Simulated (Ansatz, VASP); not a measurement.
## Two plane-wave programs on Rh

POSCAR

```
Rh
1.0
   -1.5092612352      1.5092612352      1.5092612352
    1.5092612352     -1.5092612352      1.5092612352
    1.5092612352      1.5092612352     -1.5092612352
Rh
1
Direct
    0.0000000000      0.0000000000      0.0000000000
```

File INCAR.step1:

```
ALGO = Normal
EDIFF = 1E-4
ENCUT = 600
GGA = PE
ISMEAR = -1
LASPH = T
LCHARG = F
LREAL = F
LWAVE = T
NELM = 100
PREC = Accurate
SIGMA = 0.1
```

INCAR.step2

```
ALGO = Normal
EDIFF = 1E-6
EDIFFG = -0.01
ENCUT = 600
IBRION = 2
ISIF = 3
ISMEAR = -1
ISTART = 1
LASPH = T
LCHARG = F
LMIXTAU = T
LREAL = F
LWAVE = F
METAGGA = R2SCAN
NELM = 100
NSW = 80
PREC = Accurate
SIGMA = 0.1
```

The input KPOINTS:

```
k-points
0
Gamma
  15 15 15
```

Input for Ansatz:

```yaml
crystal:
  lattice:
    - [-1.5092612352, 1.5092612352, 1.5092612352]
    - [1.5092612352, -1.5092612352, 1.5092612352]
    - [1.5092612352, 1.5092612352, -1.5092612352]
  atoms:
    - { symbol: Rh, position: [0.0, 0.0, 0.0] }
hamiltonian:
  xc: r2scan
  pseudopotentials:
    kind: paw
    azcp:
      Rh: "pseudopotentials/Rh.paw.azcp"
basis:
  ecutwfc: 500
  fft_grid_basis: typed
kpoints:
  mp_grid: { grid: [15, 15, 15], shift: [0, 0, 0] }
magnetization:
  spin_polarized: false
scf:
  occupations: { method: fermi_dirac, width: 0.1 }
relax:
  max_steps: 60
  f_tol: 0.01
  cell: {}
```

Alike in both runs: task relaxation of cell and atoms; functional r2SCAN; k mesh 15 × 15 × 15; occupations fermi-dirac, width 0.1 eV; no spin polarisation.

|  | VASP | Ansatz |
| --- | --- | --- |
| version | VASP 6.6.1 | Ansatz 0.2.0 |
| potentials or method | VASP PAW PBE potentials, release 64 (Rh_pv), cutoff 600 eV | plane waves (500 eV) with PAW, scalar-relativistic |
| valence electrons in the cell | 15 | 17 |

```csv
,VASP,Ansatz,Ansatz less VASP
relaxed volume (Å³/atom),14.19,14.13,-0.063
relaxed cell length with the largest relative difference (Å),2.642,2.638,-0.0039
```

VASP's potentials were made for PBE, not for r2SCAN. VASP's potentials hold 15 valence electrons a cell and Ansatz's 17, so a difference there can come from the potentials and not from the codes.
